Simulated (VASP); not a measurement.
The system is MgCd2Se3.

```
CELL_PARAMETERS angstrom
4.13302 0.00000 0.00000
-2.06651 3.57930 0.00000
0.00000 0.00000 10.12379
ATOMIC_POSITIONS crystal
Mg 0.00000 0.00000 0.00000
Cd 0.33333 0.66667 0.66667
Cd 0.66667 0.33333 0.33333
Se 0.00000 0.00000 0.50000
Se 0.33333 0.66667 0.16667
Se 0.66667 0.33333 0.83333
```

- Program: VASP 6.6.1
- Task: relaxation of cell and atoms
- Functional: PBE
- Potentials or basis: VASP PAW PBE potentials, release 64 (Mg, Cd, Se)
- Cutoff: 600 eV
- k mesh: 6 × 6 × 2
- Occupations: gaussian, width 0.1 eV
- Spin: no spin polarisation

At the start: pressure -4.3 GPa; volume 24.96 Å³/atom.

**Question.** Where does the relaxation end?

**Answer.** Over 7 steps the energy falls by 38.2 meV/atom and the volume is 22.89 Å³/atom (-8.3 %); space group P-3m1 (No. 164, to 0.1 Å) before and after.

Step by step:
```
step  energy change (eV)  largest force (eV/Å)  pressure (GPa)  volume (Å³)
   1              0.0000                0.3719           -4.29       149.76
   2             -0.1915                0.4273            0.73       135.74
   3             -0.1935                0.4221            0.19       136.90
   4             -0.2090                0.2964            0.15       136.82
   5             -0.2256                0.1693            0.12       136.61
   6             -0.2288                0.0795           -0.11       137.09
   7             -0.2293                0.0284           -0.24       137.36
```

Final structure:
```
Mg Cd Se
1.0
     4.01805    0.00000    0.00000
    -2.00902    3.47973    0.00000
     0.00000    0.00000    9.82458
Mg Cd Se
1 2 3
Direct
  0.00000 0.00000 0.00000
  0.33333 0.66667 0.67019
  0.66667 0.33333 0.32981
  0.00000 0.00000 0.50000
  0.33333 0.66667 0.15703
  0.66667 0.33333 0.84297
```
